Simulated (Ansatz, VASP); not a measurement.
# TaN in VASP and in Ansatz

INCAR

```
SYSTEM = TaN
ALGO = Normal
EDIFF = 1E-7
ENCUT = 520
GGA = PS
ISIF = 2
ISMEAR = 0
LASPH = .TRUE.
LCHARG = .FALSE.
LREAL = .FALSE.
LWAVE = .FALSE.
NBANDS = 15
NELM = 80
PREC = Accurate
SIGMA = 0.15
```

Contents of KPOINTS:

```
k-points
0
G
  21 21 18
  0 0 0
```

POSCAR

```
TaN
1.0
    2.9436282728      0.0000000000      0.0000000000
   -1.4718141364      2.5492568636      0.0000000000
    0.0000000000      0.0000000000      2.8326534869
Ta N
1 1
Direct
    0.3333333333      0.6666666667      0.5000000000
    0.0000000000      0.0000000000      0.0000000000
```

Input for Ansatz:

```yaml
crystal:
  lattice:
    - [2.9436282728, 0.0, 0.0]
    - [-1.4718141364, 2.5492568636, 0.0]
    - [0.0, 0.0, 2.8326534869]
  atoms:
    - { symbol: Ta, position: [0.3333333333, 0.6666666667, 0.5] }
    - { symbol: "N", position: [0.0, 0.0, 0.0] }
basis:
  ecutwfc: 520.0
kpoints:
  mp_grid: { grid: [21, 21, 18] }
hamiltonian:
  xc: pbesol
scf:
  occupations: { method: gaussian, width: 0.15 }
output:
  forces: true
  stress: true
  eigenvalues: true
```

Alike in both runs: task single point; functional PBEsol; k mesh 21 × 21 × 18; occupations gaussian, width 0.15 eV; no spin polarisation.

|  | VASP | Ansatz |
| --- | --- | --- |
| version | VASP 6.6.1 | Ansatz 0.2.0 |
| potentials or method | VASP PAW PBE potentials, release 64 (Ta_pv, N), cutoff 520 eV | scalar-relativistic, plane waves, PAW |
| valence electrons in the cell | 16 | 18 |

VASP gave:

| Property | Result |
| --- | --- |
| gap on the k mesh at the Fermi level (eV) | none |
| pressure (GPa) | 1.5 |
| traceless stress, the component that is largest in VASP (GPa) | 8.97 |

Problem. Which values does Ansatz return?

Solution. gap on the k mesh at the Fermi level (eV): none; pressure (GPa): 0.7; traceless stress, the component that is largest in VASP (GPa): 8.82.

VASP's potentials were made for PBE, not for PBEsol. A gap of «none» marks a metal or a gap that the smearing closes. VASP's potentials hold 16 valence electrons a cell and Ansatz's 18, so a difference there can come from the potentials and not from the codes.

Neither program's run includes spin-orbit coupling.
